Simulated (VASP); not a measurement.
# Zn2SbO4 (P4/mmm) in VASP: single point with PBE

Aim: the single point of Zn2SbO4 with PBE.

Everything below comes from runs of VASP 6.6.1. Logs are shortened: lines on timing, memory, paths and dates and some standing lists are left out, and cuts for length are marked.

## 1. The cell of the first run

Symmetry: P4/mmm, No. 123, tetragonal system. The conventional cell has a = 4.421 Å, b = 4.421 Å, c = 5.904 Å, α = 90.00°, β = 90.00°, γ = 90.00°. Within 4.1 Å of Zn (site symmetry 4/mmm) lie 8 O at 3.12 Å and 4 Zn at 3.13 Å. Zn (site symmetry 4/mmm) has 2 Sb at 2.95 Å and 8 O at 3.12 Å and 4 Zn at 3.13 Å within 3.9 Å. Within 3.1 Å of Sb (site symmetry 4/mmm) lie 8 O at 2.33 Å and 2 Zn at 2.95 Å. O (site symmetry 2mm) has 1 O at 1.50 Å within 2.0 Å.

The cell was built from a structure type or drawn by symmetry, and may not be a known phase.

## 2. Single point, PBE

Input file INCAR:

```
PREC = Accurate
ENCUT = 520
EDIFF = 1E-6
ISMEAR = 0
SIGMA = 0.2
LREAL = False
LASPH = True
NELM = 60
ALGO = Normal
ISIF = 2
LWAVE = False
LCHARG = False
GGA = PE
NBANDS = 36
```

Input file KPOINTS:

```
Automatic mesh
0
Gamma
  3 3 4
```

Input file POSCAR:

```
Zn2SbO4
1.0
    4.4214776232      0.0000000000      0.0000000000
    0.0000000000      4.4214776232      0.0000000000
    0.0000000000      0.0000000000      5.9035068361
Zn Sb O
2 1 4
Direct
    0.0000000000      0.0000000000      0.5000000000
    0.5000000000      0.5000000000      0.5000000000
    0.5000000000      0.5000000000      0.0000000000
    0.0000000000      0.5000000000      0.1266324055
    0.5000000000      0.0000000000      0.1266324055
    0.0000000000      0.5000000000      0.8733675945
    0.5000000000      0.0000000000      0.8733675945
```

Potentials or basis: VASP PAW PBE potentials, release 64 (Zn, Sb, O).

Run with:

```
cat potpaw_PBE.64/Zn/POTCAR potpaw_PBE.64/Sb/POTCAR potpaw_PBE.64/O/POTCAR > POTCAR
mpirun -np 1 vasp_std > vasp.out
```

OUTCAR:

```text
PREC = Accurate
   ENCUT = 520
   EDIFF = 1E-6
   ISMEAR = 0
   LREAL = False
   LASPH = True
   NELM = 60
   ISIF = 2
   GGA = PE

 ion  position               nearest neighbor table
   1  0.000  0.000  0.500-
   2  0.500  0.500  0.500-   3 2.95   3 2.95
   3  0.500  0.500  0.000-   4 2.33   5 2.33   6 2.33   7 2.33   5 2.33   7 2.33   4 2.33   6 2.33
                             2 2.95   2 2.95
   4  0.000  0.500  0.127-   6 1.50   3 2.33   3 2.33
   5  0.500  0.000  0.127-   7 1.50   3 2.33   3 2.33
   6  0.000  0.500  0.873-   4 1.50   3 2.33   3 2.33
   7  0.500  0.000  0.873-   5 1.50   3 2.33   3 2.33

  LATTYP: Found a simple tetragonal cell.
 ALAT       =     4.4214776232
 C/A-ratio  =     1.3351886720

  Lattice vectors:

 A1 = (   4.4214776232,   0.0000000000,   0.0000000000)
 A2 = (   0.0000000000,   4.4214776232,   0.0000000000)
 A3 = (   0.0000000000,   0.0000000000,   5.9035068361)

Analysis of symmetry for initial positions (statically):
=====================================================================
 Subroutine PRICEL returns:
 Original cell was already a primitive cell.

 Routine SETGRP: Setting up the symmetry group for a
 simple tetragonal supercell.

 Subroutine GETGRP returns: Found 16 space group operations
 (whereof 16 operations were pure point group operations)
 out of a pool of 16 trial point group operations.

The static configuration has the point symmetry D_4h.

Analysis of symmetry for dynamics (positions and initial velocities):
=====================================================================
 Subroutine PRICEL returns:
 Original cell was already a primitive cell.

 Routine SETGRP: Setting up the symmetry group for a
 simple tetragonal supercell.

 Subroutine GETGRP returns: Found 16 space group operations
 (whereof 16 operations were pure point group operations)
 out of a pool of 16 trial point group operations.

The dynamic configuration has the point symmetry D_4h.

 Subroutine INISYM returns: Found 16 space group operations
 (whereof 16 operations are pure point group operations),
 and found     1 'primitive' translations

----------------------------------------------------------------------------------------

                                     Primitive cell

  volume of cell :     115.4104

  direct lattice vectors                    reciprocal lattice vectors
     4.421477623  0.000000000  0.000000000     0.226168735  0.000000000  0.000000000
     0.000000000  4.421477623  0.000000000     0.000000000  0.226168735  0.000000000
     0.000000000  0.000000000  5.903506836     0.000000000  0.000000000  0.169390843

  length of vectors
     4.421477623  4.421477623  5.903506836     0.226168735  0.226168735  0.169390843

  position of ions in fractional coordinates (direct lattice)
     0.000000000  0.000000000  0.500000000
     0.500000000  0.500000000  0.500000000
     0.500000000  0.500000000  0.000000000
     0.000000000  0.500000000  0.126632405
     0.500000000  0.000000000  0.126632405
     0.000000000  0.500000000  0.873367595
     0.500000000  0.000000000  0.873367595

  ion indices of the primitive-cell ions
   primitive index   ion index
                 1           1
                 2           2
                 3           3
                 4           4
                 5           5
                 6           6
                 7           7

----------------------------------------------------------------------------------------

 KPOINTS: Automatic mesh

Automatic generation of k-mesh.
 Grid dimensions read from file:
 generate k-points for:    3    3    4

 Generating k-lattice:

  Cartesian coordinates                     Fractional coordinates (reciprocal lattice)
     0.075389578  0.000000000  0.000000000     0.333333333  0.000000000  0.000000000
     0.000000000  0.075389578  0.000000000     0.000000000  0.333333333  0.000000000
     0.000000000  0.000000000  0.042347711     0.000000000  0.000000000  0.250000000

  Length of vectors
     0.075389578  0.075389578  0.042347711

  Shift w.r.t. Gamma in fractional coordinates (k-lattice)
     0.000000000  0.000000000  0.000000000

 Subroutine IBZKPT returns following result:
 ===========================================

 Found      9 irreducible k-points:

 Following reciprocal coordinates:
            Coordinates               Weight
  0.000000  0.000000  0.000000      1.000000
  0.333333  0.000000  0.000000      4.000000
  0.333333  0.333333  0.000000      4.000000
  0.000000  0.000000  0.250000      2.000000
  0.333333  0.000000  0.250000      8.000000
  0.333333  0.333333  0.250000      8.000000
  0.000000  0.000000  0.500000      1.000000
  0.333333  0.000000  0.500000      4.000000
  0.333333  0.333333  0.500000      4.000000
   k-points           NKPTS =      9   k-points in BZ     NKDIM =      9   number of bands    NBANDS=     36
   number of dos      NEDOS =    301   number of ions     NIONS =      7
   total plane-waves  NPLWV =  62208
   dimension x,y,z NGX =    36 NGY =   36 NGZ =   48
   dimension x,y,z NGXF=    72 NGYF=   72 NGZF=   96
   ions per type =               2   1   4
   NGX,Y,Z   is equivalent  to a cutoff of  13.54, 13.54, 13.52 a.u.
   NGXF,Y,Z  is equivalent  to a cutoff of  27.07, 27.07, 27.03 a.u.
 SYSTEM =  unknown system
   PREC   = accura    normal or accurate (medium, high low for compatibility)
   ISTART =      0    job   : 0-new  1-cont  2-samecut
   ICHARG =      2    charge: 1-file 2-atom 10-const
   ISPIN  =      1    spin polarized calculation?
   LNONCOLLINEAR =      F non collinear calculations
   LSORBIT =      F    spin-orbit coupling
   LASPH  =      T    aspherical Exc in radial PAW
   ENCUT  =  520.0 eV  38.22 Ry    6.18 a.u.   8.22  8.22 10.98*2*pi/ulx,y,z
   NELM   =     60;   NELMIN=  2; NELMDL= -5     # of ELM steps
   EDIFF  = 0.1E-05   stopping-criterion for ELM
   LREAL  =      F    real-space projection
   EDIFFG = 0.1E-04   stopping-criterion for IOM
   NSW    =      0    number of steps for IOM
   IBRION =     -1    ionic relax: 0-MD 1-quasi-New 2-CG
   NFREE  =      0    steps in history (QN), initial steepest desc. (CG)
   ISIF   =      2    stress and relaxation
   ISYM   =      2    0-nonsym 1-usesym 2-fastsym
   POTIM  = 0.5000    time-step for ionic-motion
   TEBEG  =    0.0;   TEEND  =   0.0 temperature during run
   PSTRESS=    0.0 pullay stress
   NELECT =      53.0000    total number of electrons
   NUPDOWN=      -1.0000    fix difference up-down
   EMIN   =  10.00;   EMAX   =-10.00  energy-range for DOS
   EFERMI =   0.00;   METHOD = LEGACY
   ISMEAR =     0;   SIGMA  =   0.20  broadening in eV -4-tet -1-fermi 0-gaus
   EFERMI_NEDOS =   21; number of points for ismear=-14 and -15
   IALGO  =     38    algorithm
   IMIX   =      4    mixing-type and parameters
     AMIX     =   0.40;   BMIX     =  1.00
     AMIX_MAG =   1.60;   BMIX_MAG =  1.00
  volume/ion in A,a.u.               =      16.49       111.26
  Fermi-wavevector in a.u.,A,eV,Ry     =   1.263044  2.386807 21.705104  1.595280
  Thomas-Fermi vector in A             =   2.396421
   LORBIT       =      0    0 simple, 1 ext, 2 COOP (PROOUT), +10 PAW based schemes
   GGA     = PE    functional components
   LHFCALC =     F    Hartree Fock is set to
   AEXX    =    0.0000 exact exchange contribution
   IVDW    =     0    specifies the selected vdW correction
   LEPSILON=     F    determine dielectric tensor
   LRPA    =     F    only Hartree local field effects (RPA)
 non-spin polarized calculation
 Gauss-broadening in eV      SIGMA  =   0.20
  energy-cutoff  :      520.00
  volume of cell :      115.41
 maximum number of plane-waves:      3129
 NGX is ok and might be reduce to    36
   NGX = 17   NGY = 17   NGZ = 21

 number of electron      52.9999961 magnetization

 Free energy of the ion-electron system (eV)
  ---------------------------------------------------
  ext. energy  EPLUGINS =         0.00000000
  ---------------------------------------------------
  free energy    TOTEN  =       -25.64381060 eV

  energy without entropy =      -25.55438829  energy(sigma->0) =      -25.59909944

 E-fermi :   2.1091     XC(G=0):  -9.5485

 val. band max:        1.9975311981   @ k =   0.3333   0.3333   0.0000
 cond. band min:       2.1381465019   @ k =   0.3333   0.3333   0.2500
 fundamental gap:      0.1406153038
 Fermi energy:         2.1091140965

 k-point     1 :       0.0000    0.0000    0.0000
  band No.  band energies     occupation
      1     -19.9370      2.00000
      2     -19.2709      2.00000
      3     -13.2865      2.00000
      4     -12.7850      2.00000
      5      -5.5663      2.00000
      6      -5.0964      2.00000
[... 28 lines left out ...]
     35       9.5307      0.00000
     36      10.5516      0.00000

 k-point     2 :       0.3333    0.0000    0.0000
  band No.  band energies     occupation
      1     -19.7738      2.00000
      2     -19.4392      2.00000
      3     -13.1406      2.00000
      4     -12.8809      2.00000
      5      -7.3405      2.00000
      6      -4.9487      2.00000
[... 28 lines left out ...]
     35       8.6224      0.00000
     36       9.4700      0.00000

 k-point     3 :       0.3333    0.3333    0.0000
  band No.  band energies     occupation
      1     -19.6814      2.00000
      2     -19.5131      2.00000
      3     -13.0434      2.00000
      4     -12.9148      2.00000
      5      -8.5384      2.00000
      6      -4.4042      2.00000
[... 28 lines left out ...]
     35       8.4936      0.00000
     36      11.0646      0.00000

 k-point     4 :       0.0000    0.0000    0.2500
  band No.  band energies     occupation
      1     -19.9353      2.00000
      2     -19.2705      2.00000
      3     -13.3037      2.00000
      4     -12.7904      2.00000
      5      -5.3502      2.00000
      6      -5.1362      2.00000
[... 28 lines left out ...]
     35       9.5141      0.00000
     36      10.3392      0.00000

 k-point     5 :       0.3333    0.0000    0.2500
  band No.  band energies     occupation
      1     -19.7726      2.00000
      2     -19.4386      2.00000
      3     -13.1533      2.00000
      4     -12.8873      2.00000
      5      -7.2830      2.00000
      6      -4.9900      2.00000
[... 28 lines left out ...]
     35       8.7411      0.00000
     36       9.3585      0.00000

 k-point     6 :       0.3333    0.3333    0.2500
  band No.  band energies     occupation
      1     -19.6807      2.00000
      2     -19.5127      2.00000
      3     -13.0525      2.00000
      4     -12.9207      2.00000
      5      -8.4994      2.00000
      6      -4.4454      2.00000
[... 28 lines left out ...]
     35       8.1599      0.00000
     36       9.8888      0.00000

 k-point     7 :       0.0000    0.0000    0.5000
  band No.  band energies     occupation
      1     -19.9339      2.00000
      2     -19.2698      2.00000
      3     -13.3210      2.00000
      4     -12.7958      2.00000
      5      -5.1712      2.00000
      6      -5.1712      2.00000
[... 28 lines left out ...]
     35       9.4921      0.00000
     36       9.4921      0.00000

 k-point     8 :       0.3333    0.0000    0.5000
  band No.  band energies     occupation
      1     -19.7714      2.00000
      2     -19.4379      2.00000
      3     -13.1658      2.00000
      4     -12.8937      2.00000
      5      -7.2223      2.00000
      6      -5.0254      2.00000
[... 28 lines left out ...]
     35       8.5956      0.00000
     36       8.9108      0.00000

 k-point     9 :       0.3333    0.3333    0.5000
  band No.  band energies     occupation
      1     -19.6798      2.00000
      2     -19.5121      2.00000
      3     -13.0614      2.00000
      4     -12.9265      2.00000
      5      -8.4588      2.00000
      6      -4.5133      2.00000
[... 28 lines left out ...]
     35       7.3273      0.00000
     36       7.9163      0.00000

------------------------ aborting loop because EDIFF is reached ----------------------------------------

  FORCE on cell =-STRESS in cart. coord.  units (eV):
  Direction    XX          YY          ZZ          XY          YZ          ZX
  --------------------------------------------------------------------------------------
  -------------------------------------------------------------------------------------
  Total       -0.5120944     -0.5120944      0.6473926      0.0000000      0.0000000      0.0000000
  in kB       -7.1091170     -7.1091170      8.9873852      0.0000000      0.0000000      0.0000000
  external PRESSURE =      -1.7436163 kB  Pullay stress =       0.0000000 kB

 VOLUME and BASIS-vectors are now :
 -----------------------------------------------------------------------------
  energy-cutoff  :      520.00
  volume of cell :      115.41
      direct lattice vectors                 reciprocal lattice vectors
     4.421477623  0.000000000  0.000000000     0.226168735  0.000000000  0.000000000
     0.000000000  4.421477623  0.000000000     0.000000000  0.226168735  0.000000000
     0.000000000  0.000000000  5.903506836     0.000000000  0.000000000  0.169390843

 POSITION                                       TOTAL-FORCE (eV/Angst)
 -----------------------------------------------------------------------------------
      0.00000      0.00000      2.95175         0.000000      0.000000      0.000000
      2.21074      2.21074      2.95175         0.000000      0.000000      0.000000
      2.21074      2.21074      0.00000         0.000000      0.000000      0.000000
      0.00000      2.21074      0.74758         0.000000      0.000000      0.185134
      2.21074      0.00000      0.74758        -0.000000      0.000000      0.185134
      0.00000      2.21074      5.15593         0.000000      0.000000     -0.185134
      2.21074      0.00000      5.15593         0.000000     -0.000000     -0.185134
 -----------------------------------------------------------------------------------
    total drift:                                0.000000      0.000000      0.000000

  FREE ENERGIE OF THE ION-ELECTRON SYSTEM (eV)
  ---------------------------------------------------
  free  energy   TOTEN  =       -25.6438105951 eV

  energy  without entropy=      -25.5543882903  energy(sigma->0) =      -25.59909944
```

Run time: 97 s. Hardware: 1 thread of Oxide Virtual Turin-like, shared host; peak memory 0.21 GiB.

What came out:

```
Free energy            : -25.6438 eV
Pressure               : -0.2 GPa
Largest force          : 0.185 eV/Å
Band gap on the k mesh : zero (an odd number of electrons rules out a gap without spin polarisation)
```

Forces on the atoms (eV/Å):
```
Zn   0.000  0.000  0.000
Zn   0.000  0.000  0.000
Sb   0.000  0.000  0.000
O    0.000  0.000  0.185
O    0.000  0.000  0.185
O    0.000  0.000 -0.185
O    0.000  0.000 -0.185
```

Levels at points of the mesh, in eV from the Fermi level:
```tsv
k point	band 24	band 25	band 26	band 27	band 28	band 29
(0.00, 0.00, 0.00)	-1.88	-0.62	-0.35	-0.35	1.99	3.07
(0.00, 0.00, 0.50)	-2.08	-0.42	-0.42	0.30	3.49	3.64
```

Caveat: the k points lie up to 0.47 Å⁻¹ apart, too coarse for converged energies and pressures of a metal; spin-orbit coupling is left out, which moves the levels of the heavy elements; an odd number of electrons without spin polarisation forces a metal; a magnetic or distorted state may lie lower.
